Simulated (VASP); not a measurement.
# Si2W in VASP: further runs, part 2 of 3

VASP 6.6.1.

## (3) Electric field gradients, LDA (13.82 Å³/atom)

This run uses another cell than the first one, of 13.82 Å³/atom.

Contents of INCAR:

```
SYSTEM = Si2W
ALGO = Normal
EDIFF = 1E-8
ENCUT = 400
GGA_COMPAT = .FALSE.
ISIF = 2
ISMEAR = -1
ISYM = 0
LASPH = .TRUE.
LCHARG = .FALSE.
LEFG = .TRUE.
LREAL = .FALSE.
LWAVE = .FALSE.
NBANDS = 18
NELM = 120
PREC = Accurate
SIGMA = 0.05
```

Contents of KPOINTS:

```
k-points
0
G
  11 11 14
  0 0 0
```

Contents of POSCAR:

```
Si2W
1.0
   -1.6166360716      1.6166360716      3.9660934757
    1.6166360716     -1.6166360716      3.9660934757
    1.6166360716      1.6166360716     -3.9660934757
Si W
2 1
Direct
    0.3330000000      0.3330000000      0.0000000000
    0.6670000000      0.6670000000      0.0000000000
    0.0000000000      0.0000000000      0.0000000000
```

Potentials or basis: VASP PAW LDA potentials, release 64 (Si, W_sv).

Launch:

```
> cat potpaw_LDA.64/Si/POTCAR potpaw_LDA.64/W_sv/POTCAR > POTCAR
> mpirun -np 1 vasp_std > vasp.out
```

OUTCAR:

```text
SYSTEM = Si2W
   EDIFF = 1E-8
   ENCUT = 400
   ISIF = 2
   ISMEAR = -1
   ISYM = 0
   LASPH = .TRUE.
   LREAL = .FALSE.
   NELM = 120
   PREC = Accurate

 ion  position               nearest neighbor table
   1  0.333  0.333  0.000-   2 2.64   2 2.64   2 2.64   2 2.64   3 2.64   3 2.64   3 2.64   3 2.64
                             3 2.64   2 2.65
   2  0.667  0.667  0.000-   1 2.64   1 2.64   1 2.64   1 2.64   3 2.64   3 2.64   3 2.64   3 2.64
                             3 2.64   1 2.65
   3  0.000  0.000  0.000-   1 2.64   2 2.64   2 2.64   1 2.64   2 2.64   2 2.64   2 2.64   1 2.64
                             1 2.64   1 2.64

IMPORTANT INFORMATION: All symmetrisations will be switched off!
NOSYMM: (Re-)initialisation of all symmetry stuff for point group C_1.

----------------------------------------------------------------------------------------

                                     Primitive cell

  volume of cell :      41.4617

  direct lattice vectors                    reciprocal lattice vectors
    -1.616636072  1.616636072  3.966093476     0.000000000  0.309284204  0.126068637
     1.616636072 -1.616636072  3.966093476     0.309284204  0.000000000  0.126068637
     1.616636072  1.616636072 -3.966093476     0.309284204  0.309284204  0.000000000

  length of vectors
     4.577873069  4.577873069  4.577873069     0.333991048  0.333991048  0.437393915

  position of ions in fractional coordinates (direct lattice)
     0.333000000  0.333000000  0.000000000
     0.667000000  0.667000000  0.000000000
     0.000000000  0.000000000  0.000000000

  ion indices of the primitive-cell ions
   primitive index   ion index
[... 642 lines left out ...]
      6       2.9551      2.00000
[... 10 lines left out ...]
     17      18.5435      0.00000
     18      19.7405      0.00000

 [... further k-points ...]

------------------------ aborting loop because EDIFF is reached ----------------------------------------

  FORCE on cell =-STRESS in cart. coord.  units (eV):
  Direction    XX          YY          ZZ          XY          YZ          ZX
  --------------------------------------------------------------------------------------
  -------------------------------------------------------------------------------------
  Total       -2.4354553     -2.4354553     -3.3413697      0.0118878      0.0001572      0.0001572
  in kB      -94.1116250    -94.1116256   -129.1182555      0.4593729      0.0060735      0.0060759
  external PRESSURE =    -105.7805020 kB  Pullay stress =       0.0000000 kB

 VOLUME and BASIS-vectors are now :
 -----------------------------------------------------------------------------
  energy-cutoff  :      400.00
  volume of cell :       41.46
      direct lattice vectors                 reciprocal lattice vectors
    -1.616636072  1.616636072  3.966093476     0.000000000  0.309284204  0.126068637
     1.616636072 -1.616636072  3.966093476     0.309284204  0.000000000  0.126068637
     1.616636072  1.616636072 -3.966093476     0.309284204  0.309284204  0.000000000

 POSITION                                       TOTAL-FORCE (eV/Angst)
 -----------------------------------------------------------------------------------
      0.00000      0.00000      2.64142        -0.000414     -0.000414      0.354116
      0.00000      0.00000      5.29077         0.000414      0.000414     -0.354116
      0.00000      0.00000      0.00000         0.000000     -0.000000     -0.000000
 -----------------------------------------------------------------------------------
    total drift:                               -0.000000     -0.000000     -0.000000

  FREE ENERGIE OF THE ION-ELECTRON SYSTEM (eV)
  ---------------------------------------------------
  free  energy   TOTEN  =       -27.2850275325 eV

  energy  without entropy=      -27.2826858332  energy(sigma->0) =      -27.28385668

 Electric field gradients (V/A^2)
---------------------------------------------------------------------
 ion       V_xx      V_yy      V_zz      V_xy      V_xz      V_yz
---------------------------------------------------------------------
   1       4.466     4.466    -8.932     0.081     0.001     0.001
   2       4.466     4.466    -8.932     0.081     0.001     0.001
   3      61.979    61.979  -123.957     0.102     0.044     0.044
---------------------------------------------------------------------

 Electric field gradients after diagonalization (V/A^2)
 (convention: |V_zz| > |V_xx| > |V_yy|)
----------------------------------------------------------------------
 ion       V_xx      V_yy      V_zz     asymmetry (V_yy - V_xx)/ V_zz
----------------------------------------------------------------------
   1       4.547     4.385    -8.932       0.018
   2       4.547     4.385    -8.932       0.018
   3      62.081    61.877  -123.957       0.002
----------------------------------------------------------------------

           NMR quadrupolar parameters

 Cq : quadrupolar parameter    Cq=e*Q*V_zz/h
 eta: asymmetry parameters     (V_yy - V_xx)/ V_zz
 Q  : nuclear electric quadrupole moment in mb (millibarn)
----------------------------------------------------------------------
 ion       Cq(MHz)       eta       Q (mb)
----------------------------------------------------------------------
   1      -0.022       0.018       1.000
   2      -0.022       0.018       1.000
   3      -0.300       0.002       1.000
----------------------------------------------------------------------
```

OSZICAR:

```text
N       E                     dE             d eps       ncg     rms          rms(c)
DAV:   1     0.110049250935E+03    0.11005E+03   -0.92937E+03 30560   0.102E+03
DAV:   2    -0.243277095395E+02   -0.13438E+03   -0.13119E+03 35658   0.283E+02
DAV:   3    -0.281593545724E+02   -0.38316E+01   -0.37838E+01 38222   0.445E+01
DAV:   4    -0.281923298376E+02   -0.32975E-01   -0.32917E-01 36496   0.438E+00
DAV:   5    -0.281926952427E+02   -0.36541E-03   -0.36538E-03 36090   0.478E-01    0.241E+01
DAV:   6    -0.274142107492E+02    0.77848E+00   -0.36906E+00 32770   0.131E+01    0.799E+00
DAV:   7    -0.273149323518E+02    0.99278E-01   -0.32033E-01 32446   0.310E+00    0.453E+00
DAV:   8    -0.272858004831E+02    0.29132E-01   -0.60371E-02 34248   0.178E+00    0.301E-01
DAV:   9    -0.272852137617E+02    0.58672E-03   -0.12947E-03 35738   0.286E-01    0.184E-01
DAV:  10    -0.272850347381E+02    0.17902E-03   -0.31272E-04 36154   0.157E-01    0.401E-02
DAV:  11    -0.272850277641E+02    0.69740E-05   -0.44093E-05 34364   0.488E-02    0.203E-02
DAV:  12    -0.272850277394E+02    0.24756E-07   -0.23046E-06 35636   0.970E-03    0.570E-03
DAV:  13    -0.272850275309E+02    0.20845E-06   -0.61894E-07 33942   0.690E-03    0.962E-04
DAV:  14    -0.272850275325E+02   -0.15516E-08   -0.20185E-08 28952   0.124E-03
   1 F= -.27285028E+02 E0= -.27283857E+02  d E =-.234170E-02
```

stdout:

```text
POSCAR found type information on POSCAR SiW
 POSCAR found :  2 types and       3 ions
 scaLAPACK will be used
 LDA part: xc-table for (Slater(with rela. corr.)+CA(PZ))
 , standard interpolation
[... 27 lines left out ...]
     0.0000487    -0.0041830    -0.0000667     0.7587991    -0.0000668    -0.0000001
     0.0000670    -0.0041830    -0.0000667     0.7587991    -0.0000668    -0.0000001
     0.0000923    -0.0041830    -0.0000667     0.7587991    -0.0000668    -0.0000001
[... 14 lines left out ...]
     0.0000661    -0.0912480    -0.0391301    99.1419566    -0.0391268    -0.0000008
     0.0000910    -0.0911742    -0.0391169    99.1179377    -0.0391135    -0.0000009
     0.0001253    -0.0910587    -0.0390966    99.0819422    -0.0390932    -0.0000009
     0.0001726    -0.0908787    -0.0390658    99.0282708    -0.0390624    -0.0000009
```

Run time: 13 min. Hardware: 1 thread of Intel Xeon 8259CL, shared host; peak memory 0.49 GiB.

What came out:

* Free energy: -27.2850 eV
* Pressure: -10.6 GPa
* Largest force: 0.354 eV/Å
* Band gap on the k mesh: zero (bands 11 and 12 overlap by 1.22 eV)
* Largest electric field gradient by atom: Si -8.9; W -124.0 V/Å²

Forces on the atoms (eV/Å):
```
Si   0.000  0.000  0.354
Si   0.000  0.000 -0.354
W    0.000  0.000  0.000
```

Stress tensor (GPa, compression positive):
```
 -9.41   0.05   0.00
  0.05  -9.41   0.00
  0.00   0.00 -12.91
```

Levels at points of the mesh, in eV from the Fermi level:
| k point | band 8 | band 9 | band 10 | band 11 | band 12 | band 13 | band 14 | band 15 |
| --- | --- | --- | --- | --- | --- | --- | --- | --- |
| (0.00, 0.00, 0.00) | -3.21 | -2.78 | -2.78 | 0.64 | 2.55 | 3.04 | 3.17 | 3.17 |
| (0.00, 0.00, 0.50) | -5.54 | -4.92 | -3.18 | -1.59 | 2.56 | 2.81 | 2.96 | 3.67 |

Electric field gradients, principal values (V/Å²):
| atom | least | middle | greatest (by size) |
| --- | --- | --- | --- |
| 1 Si | 4.385 | 4.547 | -8.932 |
| 2 Si | 4.385 | 4.547 | -8.932 |
| 3 W | 61.877 | 62.081 | -123.957 |

Caveat: the cell stands under tension; without QUAD_EFG the Cq values of the log hold for a quadrupole moment of 1 mb, not for the nuclei; spin-orbit coupling is left out, which moves the levels of the heavy elements.

## (4) Electric field gradients, LDA (14.36 Å³/atom)

Contents of INCAR:

```
PREC     = Accurate       # precision mode
ENCUT    = 400            # plane-wave cutoff, eV
EDIFF    = 1E-8           # SCF threshold, eV
ISMEAR   = -1             # smearing method
SIGMA    = 0.05           # smearing width, eV
LREAL    = False          # projectors in reciprocal space
LASPH    = True           # aspherical terms in the spheres
NELM     = 120            # most SCF steps
ALGO     = Normal         # electronic algorithm
ISIF     = 2              # what is computed and relaxed
LWAVE    = False          # write WAVECAR
LCHARG   = False          # write CHGCAR
LEFG     = True         
ISYM     = 0            
NBANDS   = 18             # bands
GGA_COMPAT= False
```

Contents of KPOINTS:

```
regular mesh
0
Gamma
  11 11 14
```

Contents of POSCAR:

```
Si2W
1.0
   -1.6374981928      1.6374981928      4.0172745203
    1.6374981928     -1.6374981928      4.0172745203
    1.6374981928      1.6374981928     -4.0172745203
Si W
2 1
Direct
    0.3330000000      0.3330000000      0.0000000000
    0.6670000000      0.6670000000      0.0000000000
    0.0000000000      0.0000000000      0.0000000000
```

Potentials or basis: VASP PAW LDA potentials, release 64 (Si, W_sv).

Launch:

```
> cat potpaw_LDA.64/Si/POTCAR potpaw_LDA.64/W_sv/POTCAR > POTCAR
> mpirun -np 1 vasp_std > vasp.out
```

OUTCAR:

```text
PREC = Accurate
   ENCUT = 400
   EDIFF = 1E-8
   ISMEAR = -1
   LREAL = False
   LASPH = True
   NELM = 120
   ISIF = 2
   ISYM = 0

 ion  position               nearest neighbor table
   1  0.333  0.333  0.000-   2 2.67   2 2.67   2 2.67   2 2.67   3 2.68   3 2.68   3 2.68   3 2.68
                             3 2.68   2 2.68
   2  0.667  0.667  0.000-   1 2.67   1 2.67   1 2.67   1 2.67   3 2.68   3 2.68   3 2.68   3 2.68
                             3 2.68   1 2.68
   3  0.000  0.000  0.000-   1 2.68   2 2.68   2 2.68   1 2.68   2 2.68   2 2.68   2 2.68   1 2.68
                             1 2.68   1 2.68

IMPORTANT INFORMATION: All symmetrisations will be switched off!
NOSYMM: (Re-)initialisation of all symmetry stuff for point group C_1.

----------------------------------------------------------------------------------------

                                     Primitive cell

  volume of cell :      43.0877

  direct lattice vectors                    reciprocal lattice vectors
    -1.637498193  1.637498193  4.017274520     0.000000000  0.305343848  0.124462493
     1.637498193 -1.637498193  4.017274520     0.305343848  0.000000000  0.124462493
     1.637498193  1.637498193 -4.017274520     0.305343848  0.305343848  0.000000000

  length of vectors
     4.636948914  4.636948914  4.636948914     0.329735921  0.329735921  0.431821412

  position of ions in fractional coordinates (direct lattice)
     0.333000000  0.333000000  0.000000000
     0.667000000  0.667000000  0.000000000
     0.000000000  0.000000000  0.000000000

  ion indices of the primitive-cell ions
   primitive index   ion index
                 1           1
                 2           2
                 3           3

----------------------------------------------------------------------------------------

 KPOINTS: regular mesh

Automatic generation of k-mesh.
 Grid dimensions read from file:
 generate k-points for:   11   11   14

 Generating k-lattice:

  Cartesian coordinates                     Fractional coordinates (reciprocal lattice)
     0.000000000  0.027758532  0.011314772     0.090909091  0.000000000 -0.000000000
     0.027758532  0.000000000  0.011314772     0.000000000  0.090909091 -0.000000000
     0.021810275  0.021810275  0.000000000     0.000000000  0.000000000  0.071428571

  Length of vectors
     0.029975993  0.029975993  0.030844387

  Shift w.r.t. Gamma in fractional coordinates (k-lattice)
     0.000000000  0.000000000  0.000000000

 -----------------------------------------------------------------------------
|                                                                             |
|           W    W    AA    RRRRR   N    N  II  N    N   GGGG   !!!           |
|           W    W   A  A   R    R  NN   N  II  NN   N  G    G  !!!           |
|           W    W  A    A  R    R  N N  N  II  N N  N  G       !!!           |
|           W WW W  AAAAAA  RRRRR   N  N N  II  N  N N  G  GGG   !            |
|           WW  WW  A    A  R   R   N   NN  II  N   NN  G    G                |
|           W    W  A    A  R    R  N    N  II  N    N   GGGG   !!!           |
|                                                                             |
[... 77 lines left out ...]
   EFERMI =   0.00;   METHOD = LEGACY
   ISMEAR =    -1;   SIGMA  =   0.05  broadening in eV -4-tet -1-fermi 0-gaus
   EFERMI_NEDOS =   21; number of points for ismear=-14 and -15
   IALGO  =     38    algorithm
   IMIX   =      4    mixing-type and parameters
     AMIX     =   0.40;   BMIX     =  1.00
     AMIX_MAG =   1.60;   BMIX_MAG =  1.00
  volume/ion in A,a.u.               =      14.36        96.92
  Fermi-wavevector in a.u.,A,eV,Ry     =   1.308473  2.472655 23.294546  1.712101
  Thomas-Fermi vector in A             =   2.439137
   LORBIT       =      0    0 simple, 1 ext, 2 COOP (PROOUT), +10 PAW based schemes
   GGA     = CA    functional components
   LHFCALC =     F    Hartree Fock is set to
   AEXX    =    0.0000 exact exchange contribution
   IVDW    =     0    specifies the selected vdW correction
   LEPSILON=     F    determine dielectric tensor
   LRPA    =     F    only Hartree local field effects (RPA)
 non-spin polarized calculation
  energy-cutoff  :      400.00
  volume of cell :       43.09
 maximum number of plane-waves:       799
   NGX = 15   NGY = 15   NGZ = 15

 number of electron      22.0000001 magnetization

 Free energy of the ion-electron system (eV)
  ---------------------------------------------------
  ext. energy  EPLUGINS =         0.00000000
  ---------------------------------------------------
  free energy    TOTEN  =       -27.14262668 eV

  energy without entropy =      -27.13996243  energy(sigma->0) =      -27.14129456

 E-fermi :  10.9837     XC(G=0): -12.3504

 val. band max:       10.9725009566   @ k =   0.1818   0.2727   0.2857
 cond. band min:      10.9925801665   @ k =  -0.2727  -0.1818   0.2857
 fundamental gap:      0.0200792099
 Fermi energy:        10.9837165235

 k-point     1 :       0.0000    0.0000    0.0000
  band No.  band energies     occupation
      1     -62.5623      2.00000
      2     -27.0387      2.00000
      3     -27.0140      2.00000
      4     -27.0138      2.00000
      5      -2.5006      2.00000
      6       4.6045      2.00000
[... 481 lines left out ...]
      5       0.9024      2.00000
      6       2.6022      2.00000
[... 10 lines left out ...]
     17      17.7712      0.00000
     18      18.8784      0.00000

 [... further k-points ...]

------------------------ aborting loop because EDIFF is reached ----------------------------------------

  FORCE on cell =-STRESS in cart. coord.  units (eV):
  Direction    XX          YY          ZZ          XY          YZ          ZX
  --------------------------------------------------------------------------------------
  -------------------------------------------------------------------------------------
  Total       -4.3066798     -4.3066798     -5.4181962      0.0122563     -0.0011875     -0.0011874
  in kB     -160.1400671   -160.1400685   -201.4708169      0.4557397     -0.0441563     -0.0441542
  external PRESSURE =    -173.9169842 kB  Pullay stress =       0.0000000 kB

 VOLUME and BASIS-vectors are now :
 -----------------------------------------------------------------------------
  energy-cutoff  :      400.00
  volume of cell :       43.09
      direct lattice vectors                 reciprocal lattice vectors
    -1.637498193  1.637498193  4.017274520     0.000000000  0.305343848  0.124462493
     1.637498193 -1.637498193  4.017274520     0.305343848  0.000000000  0.124462493
     1.637498193  1.637498193 -4.017274520     0.305343848  0.305343848  0.000000000

 POSITION                                       TOTAL-FORCE (eV/Angst)
 -----------------------------------------------------------------------------------
      0.00000      0.00000      2.67550         0.000019      0.000019      0.421759
      0.00000      0.00000      5.35904        -0.000019     -0.000019     -0.421759
      0.00000      0.00000      0.00000         0.000000      0.000000      0.000000
 -----------------------------------------------------------------------------------
    total drift:                               -0.000000      0.000000     -0.000000

  FREE ENERGIE OF THE ION-ELECTRON SYSTEM (eV)
  ---------------------------------------------------
  free  energy   TOTEN  =       -27.1426266844 eV

  energy  without entropy=      -27.1399624320  energy(sigma->0) =      -27.14129456

 Electric field gradients (V/A^2)
---------------------------------------------------------------------
 ion       V_xx      V_yy      V_zz      V_xy      V_xz      V_yz
---------------------------------------------------------------------
   1       4.111     4.111    -8.222     0.098    -0.001    -0.001
   2       4.111     4.111    -8.222     0.098    -0.001    -0.001
   3      57.468    57.468  -114.936     0.176     0.004     0.004
---------------------------------------------------------------------

 Electric field gradients after diagonalization (V/A^2)
 (convention: |V_zz| > |V_xx| > |V_yy|)
----------------------------------------------------------------------
 ion       V_xx      V_yy      V_zz     asymmetry (V_yy - V_xx)/ V_zz
----------------------------------------------------------------------
   1       4.209     4.013    -8.222       0.024
   2       4.209     4.013    -8.222       0.024
   3      57.644    57.292  -114.936       0.003
----------------------------------------------------------------------

           NMR quadrupolar parameters

 Cq : quadrupolar parameter    Cq=e*Q*V_zz/h
 eta: asymmetry parameters     (V_yy - V_xx)/ V_zz
 Q  : nuclear electric quadrupole moment in mb (millibarn)
----------------------------------------------------------------------
 ion       Cq(MHz)       eta       Q (mb)
----------------------------------------------------------------------
   1      -0.020       0.024       1.000
   2      -0.020       0.024       1.000
   3      -0.278       0.003       1.000
----------------------------------------------------------------------
```

It took 13 min on 1 thread of AMD EPYC 7R43 (Zen 3), shared host; peak memory 0.45 GiB.

What came out:

- Free energy: -27.1426 eV
- Pressure: -17.4 GPa
- Largest force: 0.422 eV/Å
- Band gap on the k mesh: zero (bands 11 and 12 overlap by 1.16 eV)
- Largest electric field gradient by atom: Si -8.2; W -114.9 V/Å²

Forces on the atoms (eV/Å):
```
Si   0.000  0.000  0.422
Si   0.000  0.000 -0.422
W    0.000  0.000  0.000
```

Stress tensor (GPa, compression positive):
```
-16.01   0.05   0.00
  0.05 -16.01   0.00
  0.00   0.00 -20.15
```

Levels at points of the mesh, in eV from the Fermi level:
```csv
k point,band 8,band 9,band 10,band 11,band 12,band 13,band 14,band 15
"(0.00, 0.00, 0.00)",-3.02,-2.66,-2.66,0.62,2.34,3.08,3.08,3.18
"(0.00, 0.00, 0.50)",-5.54,-4.76,-3.02,-1.55,2.44,2.66,2.79,3.54
```

Electric field gradients, principal values (V/Å²):
```csv
atom,least,middle,greatest (by size)
1 Si,4.013,4.209,-8.222
2 Si,4.013,4.209,-8.222
3 W,57.292,57.644,-114.936
```

Caveat: the cell stands under tension; without QUAD_EFG the Cq values of the log hold for a quadrupole moment of 1 mb, not for the nuclei; spin-orbit coupling is left out, which moves the levels of the heavy elements.

(Continued in part 3 of 3.)
